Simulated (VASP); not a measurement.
# MgO in VASP: single point with PBEsol

Aim: the single point of MgO with PBEsol.

All numbers are computed with VASP 6.6.1; they aren't measurements. Logs are shortened: lines on timing, memory, paths and dates and some standing lists are left out, and cuts for length are marked.

### Step 1. The cell of the first run

The typed cell holds 16 atoms: a = 5.960 Å, b = 5.960 Å, c = 5.960 Å, α = 60.00°, β = 60.00°, γ = 60.00°.

### Step 2. Single point, PBEsol

File INCAR:

```
SYSTEM = MgO
PREC     = Accurate       ! precision mode
ENCUT    = 600            ! plane-wave cutoff, eV
EDIFF    = 1E-6           ! SCF threshold, eV
ISMEAR   = 0              ! smearing method
SIGMA    = 0.05           ! smearing width, eV
LREAL    = .FALSE.        ! projectors in reciprocal space
LASPH    = .TRUE.         ! aspherical terms in the spheres
NELM     = 120            ! most SCF steps
ALGO     = Normal         ! electronic algorithm
ISIF     = 2              ! what is computed and relaxed
LWAVE    = .FALSE.        ! write WAVECAR
LCHARG   = .FALSE.        ! write CHGCAR
GGA      = PS             ! functional
NBANDS   = 46             ! bands
GGA_COMPAT= .FALSE.
```

File KPOINTS:

```
Automatic mesh
0
G
  6 6 6
  0 0 0
```

File POSCAR:

```
MgO
1.0
   -0.0000028075      4.2140811252     -4.2142483381
    4.2142097818      4.2140788915      0.0000005738
    4.2142137227     -0.0000045147     -4.2142500453
Mg O
8 8
Direct
    0.0000009429      0.0000020742      0.4999975436
    0.0000011131      0.5000005920      0.4999979398
    0.4999962285     -0.0000015958      0.5000049960
    0.5000029335      0.5000005658      0.4999969839
    0.0000009184      0.0000010292      0.9999989948
    0.0000021550      0.5000009034      0.9999971406
    0.5000014500      0.0000002546      0.9999986748
    0.5000018001      0.5000007013      0.9999989132
    0.2499991618      0.7499995813      0.2500008236
    0.2499982127      0.2500000610      0.2500004406
    0.7499994667      0.7499986351      0.2500006882
    0.7499989727      0.2499995136      0.2500012421
    0.2499992710      0.7499997482      0.7500009199
    0.2499983866      0.2499998950      0.7500017533
    0.7499997527      0.7499985833      0.7500018993
    0.7499992335      0.2499994584      0.7500010463
```

Potentials or basis: VASP PAW PBE potentials, release 64 (Mg, O).

Command:

```sh
> cat potpaw_PBE.64/Mg/POTCAR potpaw_PBE.64/O/POTCAR > POTCAR
> mpirun -np 1 vasp_std > vasp.out
```

OUTCAR:

```text
SYSTEM = MgO
   PREC = Accurate
   ENCUT = 600
   EDIFF = 1E-6
   ISMEAR = 0
   LREAL = .FALSE.
   LASPH = .TRUE.
   NELM = 120
   ISIF = 2
   GGA = PS

 ion  position               nearest neighbor table
   1  0.000  0.000  0.500-  10 2.11  15 2.11   9 2.11  16 2.11  12 2.11  13 2.11   2 2.98   3 2.98
                             7 2.98   7 2.98   2 2.98   6 2.98   6 2.98   3 2.98   4 2.98   5 2.98
   2  0.000  0.500  0.500-   9 2.11  16 2.11  10 2.11  15 2.11  11 2.11  14 2.11   1 2.98   8 2.98
                             8 2.98   4 2.98   1 2.98   5 2.98   5 2.98   4 2.98   3 2.98   6 2.98
   3  0.500  1.000  0.500-  13 2.11  12 2.11  14 2.11  11 2.11  15 2.11  10 2.11   5 2.98   4 2.98
                             8 2.98   1 2.98   4 2.98   1 2.98   5 2.98   8 2.98   7 2.98   2 2.98
   4  0.500  0.500  0.500-  11 2.11  14 2.11  12 2.11  13 2.11   9 2.11  16 2.11   3 2.98   6 2.98
                             2 2.98   6 2.98   3 2.98   7 2.98   7 2.98   2 2.98   1 2.98   8 2.98
   5  0.000  0.000  1.000-  14 2.11  11 2.11  13 2.11  12 2.11  16 2.11   9 2.11   3 2.98   6 2.98
                             6 2.98   2 2.98   7 2.98   7 2.98   2 2.98   3 2.98   1 2.98   8 2.98
   6  0.000  0.500  1.000-  13 2.11  12 2.11  14 2.11  11 2.11  15 2.11  10 2.11   5 2.98   4 2.98
                             5 2.98   4 2.98   8 2.98   1 2.98   8 2.98   1 2.98   7 2.98   2 2.98
   7  0.500  0.000  1.000-  16 2.11   9 2.11  15 2.11  10 2.11  14 2.11  11 2.11   8 2.98   1 2.98
                             8 2.98   1 2.98   4 2.98   5 2.98   5 2.98   4 2.98   3 2.98   6 2.98
   8  0.500  0.500  1.000-  15 2.11  10 2.11  16 2.11   9 2.11  12 2.11  13 2.11   3 2.98   7 2.98
                             2 2.98   7 2.98   2 2.98   6 2.98   6 2.98   3 2.98   4 2.98   5 2.98
   9  0.250  0.750  0.250-   2 2.11   7 2.11   1 2.11   8 2.11   4 2.11   5 2.11
  10  0.250  0.250  0.250-   1 2.11   8 2.11   2 2.11   7 2.11   6 2.11   3 2.11
  11  0.750  0.750  0.250-   4 2.11   5 2.11   6 2.11   2 2.11   3 2.11   7 2.11
  12  0.750  0.250  0.250-   3 2.11   6 2.11   4 2.11   5 2.11   1 2.11   8 2.11
  13  0.250  0.750  0.750-   3 2.11   6 2.11   5 2.11   4 2.11   8 2.11   1 2.11
  14  0.250  0.250  0.750-   5 2.11   4 2.11   6 2.11   3 2.11   7 2.11   2 2.11
  15  0.750  0.750  0.750-   8 2.11   1 2.11   7 2.11   2 2.11   6 2.11   3 2.11
  16  0.750  0.250  0.750-   7 2.11   2 2.11   8 2.11   1 2.11   5 2.11   4 2.11

  LATTYP: Found a face centered orthorhombic cell.
 ALAT       =     8.4281645314
 B/A-ratio  =     1.0000310602
 C/A-ratio  =     1.0000396796

  Lattice vectors:

 A1 = (   4.2142137227,  -0.0000045147,  -4.2142500453)
 A2 = (  -0.0000028075,   4.2140811252,  -4.2142483381)
 A3 = (   4.2142097818,   4.2140788915,   0.0000005738)

Analysis of symmetry for initial positions (statically):
=====================================================================
 Subroutine PRICEL returns following result:

  LATTYP: Found a body centered tetragonal cell.
 ALAT       =     2.9799086655
 C/A-ratio  =     1.4141657188

  Lattice vectors:

 A1 = (   0.0000014038,  -2.1070428028,   2.1071264093)
 A2 = (   0.0000007888,  -2.1070418771,  -2.1071140857)
 A3 = (   2.1071043607,   2.1070441268,  -0.0000049244)

   8 primitive cells build up your supercell.

 Routine SETGRP: Setting up the symmetry group for a
 face centered orthorhombic supercell.

 Subroutine GETGRP returns: Found  8 space group operations
 (whereof  7 operations were pure point group operations)
 out of a pool of  8 trial point group operations.

The static configuration has the point symmetry     .
 The point group associated with its full space group is D_2h.

Analysis of symmetry for dynamics (positions and initial velocities):
=====================================================================
 Subroutine PRICEL returns following result:

  LATTYP: Found a body centered tetragonal cell.
 ALAT       =     2.9799086655
 C/A-ratio  =     1.4141657188

  Lattice vectors:

 A1 = (   0.0000014038,  -2.1070428028,   2.1071264093)
 A2 = (   0.0000007888,  -2.1070418771,  -2.1071140857)
 A3 = (   2.1071043607,   2.1070441268,  -0.0000049244)

   8 primitive cells build up your supercell.

 Routine SETGRP: Setting up the symmetry group for a
 face centered orthorhombic supercell.

 Subroutine GETGRP returns: Found  8 space group operations
 (whereof  7 operations were pure point group operations)
 out of a pool of  8 trial point group operations.

The dynamic configuration has the point symmetry D_2h.
[... 31 lines left out ...]
 KPOINTS: Automatic mesh

Automatic generation of k-mesh.
 Grid dimensions read from file:
 generate k-points for:    6    6    6

 Generating k-lattice:

  Cartesian coordinates                     Fractional coordinates (reciprocal lattice)
    -0.019774339  0.019774955 -0.019774189     0.166666667 -0.000000000  0.000000000
     0.019774370  0.019774976  0.019774179     0.000000000  0.166666667  0.000000000
     0.019774333 -0.019774945 -0.019774173    -0.000000000 -0.000000000  0.166666667

  Length of vectors
     0.034250429  0.034250453  0.034250411

  Shift w.r.t. Gamma in fractional coordinates (k-lattice)
     0.000000000  0.000000000  0.000000000

 Subroutine IBZKPT returns following result:
 ===========================================

 Found     46 irreducible k-points:

 Following reciprocal coordinates:
            Coordinates               Weight
  0.000000  0.000000  0.000000      1.000000
  0.166667  0.000000 -0.000000      8.000000
  0.333333  0.000000 -0.000000      8.000000
  0.500000  0.000000 -0.000000      4.000000
  0.166667  0.166667 -0.000000      2.000000
  0.333333  0.166667  0.000000      8.000000
[... 16 lines left out ...]
 -0.166667  0.166667  0.166667      8.000000
  0.500000  0.333333  0.166667      4.000000
 [... further k-points ...]
   k-points           NKPTS =     46   k-points in BZ     NKDIM =     46   number of bands    NBANDS=     46
   number of dos      NEDOS =    301   number of ions     NIONS =     16
   total plane-waves  NPLWV = 110592
   dimension x,y,z NGX =    48 NGY =   48 NGZ =   48
   dimension x,y,z NGXF=    96 NGYF=   96 NGZF=   96
   ions per type =               8   8
   NGX,Y,Z   is equivalent  to a cutoff of  13.39, 13.39, 13.39 a.u.
   NGXF,Y,Z  is equivalent  to a cutoff of  26.78, 26.78, 26.78 a.u.
 SYSTEM =  MgO
   PREC   = accura    normal or accurate (medium, high low for compatibility)
   ISTART =      0    job   : 0-new  1-cont  2-samecut
   ICHARG =      2    charge: 1-file 2-atom 10-const
   ISPIN  =      1    spin polarized calculation?
   LNONCOLLINEAR =      F non collinear calculations
   LSORBIT =      F    spin-orbit coupling
   LASPH  =      T    aspherical Exc in radial PAW
   ENCUT  =  600.0 eV  44.10 Ry    6.64 a.u.  11.90 11.90 11.90*2*pi/ulx,y,z
   NELM   =    120;   NELMIN=  2; NELMDL= -5     # of ELM steps
   EDIFF  = 0.1E-05   stopping-criterion for ELM
   LREAL  =      F    real-space projection
   EDIFFG = 0.1E-04   stopping-criterion for IOM
   NSW    =      0    number of steps for IOM
   IBRION =     -1    ionic relax: 0-MD 1-quasi-New 2-CG
   NFREE  =      0    steps in history (QN), initial steepest desc. (CG)
   ISIF   =      2    stress and relaxation
   ISYM   =      2    0-nonsym 1-usesym 2-fastsym
   POTIM  = 0.5000    time-step for ionic-motion
   TEBEG  =    0.0;   TEEND  =   0.0 temperature during run
   PSTRESS=    0.0 pullay stress
   NELECT =      64.0000    total number of electrons
   NUPDOWN=      -1.0000    fix difference up-down
   EMIN   =  10.00;   EMAX   =-10.00  energy-range for DOS
   EFERMI =   0.00;   METHOD = LEGACY
   ISMEAR =     0;   SIGMA  =   0.05  broadening in eV -4-tet -1-fermi 0-gaus
   EFERMI_NEDOS =   21; number of points for ismear=-14 and -15
   IALGO  =     38    algorithm
   IMIX   =      4    mixing-type and parameters
     AMIX     =   0.40;   BMIX     =  1.00
     AMIX_MAG =   1.60;   BMIX_MAG =  1.00
  volume/ion in A,a.u.               =       9.36        63.13
  Fermi-wavevector in a.u.,A,eV,Ry     =   1.233327  2.330650 20.695761  1.521095
  Thomas-Fermi vector in A             =   2.368062
   LORBIT       =      0    0 simple, 1 ext, 2 COOP (PROOUT), +10 PAW based schemes
   GGA     = PS    functional components
   LHFCALC =     F    Hartree Fock is set to
   AEXX    =    0.0000 exact exchange contribution
   IVDW    =     0    specifies the selected vdW correction
   LEPSILON=     F    determine dielectric tensor
   LRPA    =     F    only Hartree local field effects (RPA)
 non-spin polarized calculation
 Gauss-broadening in eV      SIGMA  =   0.05
  energy-cutoff  :      600.00
  volume of cell :      149.68
 maximum number of plane-waves:      5029
   NGX = 23   NGY = 23   NGZ = 23

 number of electron      64.0000038 magnetization

 Free energy of the ion-electron system (eV)
  ---------------------------------------------------
  ext. energy  EPLUGINS =         0.00000000
  ---------------------------------------------------
  free energy    TOTEN  =      -100.12348905 eV

  energy without entropy =     -100.12348905  energy(sigma->0) =     -100.12348905

 E-fermi :   3.3175     XC(G=0): -11.3026

 val. band max:        3.0540387401   @ k =   0.0000   0.0000   0.0000
 cond. band min:       7.6751752074   @ k =   0.0000   0.0000   0.0000
 fundamental gap:      4.6211364673
 Fermi energy:         3.3174655935

 k-point     1 :       0.0000    0.0000    0.0000
  band No.  band energies     occupation
      1     -14.1432      2.00000
      2     -12.8335      2.00000
      3     -12.8335      2.00000
      4     -12.8335      2.00000
      5     -12.8335      2.00000
      6     -12.5691      2.00000
[... 1117 lines left out ...]
     43      14.7968      0.00000
     44      14.7971      0.00000

 [... further k-points ...]

 [bands above 44 left out]

------------------------ aborting loop because EDIFF is reached ----------------------------------------

  FORCE on cell =-STRESS in cart. coord.  units (eV):
  Direction    XX          YY          ZZ          XY          YZ          ZX
  --------------------------------------------------------------------------------------
  -------------------------------------------------------------------------------------
  Total       -0.6686472     -0.6627941     -0.6702951      0.0000011     -0.0000004      0.0000002
  in kB       -7.1571130     -7.0944620     -7.1747519      0.0000114     -0.0000039      0.0000019
  external PRESSURE =      -7.1421090 kB  Pullay stress =       0.0000000 kB

 VOLUME and BASIS-vectors are now :
 -----------------------------------------------------------------------------
  energy-cutoff  :      600.00
  volume of cell :      149.68
      direct lattice vectors                 reciprocal lattice vectors
    -0.000002807  4.214081125 -4.214248338    -0.118646032  0.118649733 -0.118645136
     4.214209782  4.214078891  0.000000574     0.118646222  0.118649859  0.118645072
     4.214213723 -0.000004515 -4.214250045     0.118646000 -0.118649669 -0.118645040

 POSITION                                       TOTAL-FORCE (eV/Angst)
 -----------------------------------------------------------------------------------
      2.10711      0.00001     -2.10712         0.000000     -0.000000     -0.000000
      4.21421      2.10704     -2.10712         0.000000     -0.000000     -0.000000
      6.32133      6.32109     -4.21425         0.000000     -0.000000     -0.000000
      4.21420      4.21409     -4.21425         0.000000     -0.000000     -0.000000
      4.21421      0.00000     -4.21425         0.000000     -0.000000     -0.000000
      6.32131      2.10705     -4.21425         0.000000     -0.000000     -0.000000
[... 8 lines left out ...]
      6.32132      6.32111     -6.32138         0.000000      0.000000      0.000000
      4.21421      4.21407     -6.32137        -0.000000     -0.000000     -0.000000
 -----------------------------------------------------------------------------------
    total drift:                               -0.036216      0.091866      0.019606

  FREE ENERGIE OF THE ION-ELECTRON SYSTEM (eV)
  ---------------------------------------------------
  free  energy   TOTEN  =      -100.1234890537 eV

  energy  without entropy=     -100.1234890537  energy(sigma->0) =     -100.12348905
```

Wall time 12 min (1 thread of Oxide Virtual Turin-like, shared host); peak memory 0.46 GiB.

What came out:

```
Free energy            : -100.1235 eV
Pressure               : -0.7 GPa
Band gap on the k mesh : 4.62 eV
```

Caveat: the PAW data sets were made with another functional, which shifts forces and pressure a little.
